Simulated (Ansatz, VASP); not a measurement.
**HfSiO4 in VASP and in Ansatz**

File INCAR:

```
SYSTEM = HfSiO4
PREC = Accurate ; ENCUT = 520
EDIFF = 1E-8 ; ISMEAR = -1
SIGMA = 0.02 ; LREAL = .FALSE.
LASPH = .TRUE. ; NELM = 60
ALGO = Normal ; ISIF = 2
LWAVE = .FALSE. ; LCHARG = .FALSE.
GGA = PE ; LEFG = .TRUE.
NBANDS = 50
```

The input KPOINTS:

```
regular mesh
0
G
  7 7 7
  0 0 0
```

The input POSCAR:

```
HfSiO4
1.0
   -3.2862500000      3.2862500000      2.9816000000
    3.2862500000     -3.2862500000      2.9816000000
    3.2862500000      3.2862500000     -2.9816000000
Hf Si O
2 2 8
Direct
    0.7500000000      0.2500000000      0.5000000000
    0.0000000000      0.0000000000      0.0000000000
    0.2500000000      0.7500000000      0.5000000000
    0.5000000000      0.5000000000      0.0000000000
    0.1353000000      0.3198000000      0.8155000000
    0.0698000000      0.7543000000      0.6845000000
    0.5043000000      0.3198000000      0.1845000000
    0.0698000000      0.3853000000      0.3155000000
    0.6147000000      0.9302000000      0.6845000000
    0.6802000000      0.8647000000      0.1845000000
    0.2457000000      0.9302000000      0.3155000000
    0.6802000000      0.4957000000      0.8155000000
```

Input for Ansatz:

```yaml
crystal:
  lattice:
    - [-3.28625, 3.28625, 2.9816]
    - [3.28625, -3.28625, 2.9816]
    - [3.28625, 3.28625, -2.9816]
  atoms:
    - { symbol: Hf, position: [0.75, 0.25, 0.5] }
    - { symbol: Hf, position: [0.0, 0.0, 0.0] }
    - { symbol: Si, position: [0.25, 0.75, 0.5] }
    - { symbol: Si, position: [0.5, 0.5, 0.0] }
    - { symbol: O, position: [0.1353, 0.3198, 0.8155] }
    - { symbol: O, position: [0.0698, 0.7543, 0.6845] }
    - { symbol: O, position: [0.5043, 0.3198, 0.1845] }
    - { symbol: O, position: [0.0698, 0.3853, 0.3155] }
    - { symbol: O, position: [0.6147, 0.9302, 0.6845] }
    - { symbol: O, position: [0.6802, 0.8647, 0.1845] }
    - { symbol: O, position: [0.2457, 0.9302, 0.3155] }
    - { symbol: O, position: [0.6802, 0.4957, 0.8155] }
kpoints:
  mp_grid: { grid: [7, 7, 7] }
scf:
  occupations: { method: fermi_dirac, width: 0.02 }
hamiltonian:
  xc: pbe
  pseudopotentials: { kind: paw }
output:
  forces: true
  stress: true
  populations: true
  efg:
    quadrupole_moments_barn: { Hf: 3.365, O: -0.02558 }
    contact_densities: true
  write_density: true
  write_potential: true
  elf: true
  volumetric_format: npy
```

Alike in both runs: task electric field gradients; functional PBE; k mesh 7 × 7 × 7; occupations fermi-dirac, width 0.02 eV; no spin polarisation.

|  | VASP | Ansatz |
| --- | --- | --- |
| version | VASP 6.6.1 | Ansatz 0.2.0 |
| potentials or method | VASP PAW PBE potentials, release 64 (Hf_pv, Si, O) | plane-wave PAW, scalar-relativistic |
| plane-wave cutoff (eV) | 520 | 420 |
| valence electrons in the cell | 76 | 108 |

Ansatz gave:

| Item | Value |
| --- | --- |
| gap on the k mesh at the Fermi level (eV) | 5.45 |
| pressure (GPa) | 7.5 |
| traceless stress, the component that is largest in VASP (GPa) | 0.53 |
| rms of the force components (eV/Å) | 0.158 |
| size of Vzz on the site where it differs most (V/Å²) | 130.7 |

Question: Which values does VASP return?

Answer: gap on the k mesh at the Fermi level (eV): 5.39; pressure (GPa): 5.8; traceless stress, the component that is largest in VASP (GPa): 0.77; rms of the force components (eV/Å): 0.250; size of Vzz on the site where it differs most (V/Å²): 113.8.

Atom by atom the forces differ by 0.093 eV/Å (rms over components). VASP's potentials hold 76 valence electrons a cell and Ansatz's 108, so a difference there can come from the potentials and not from the codes.

Spin-orbit coupling is off throughout.
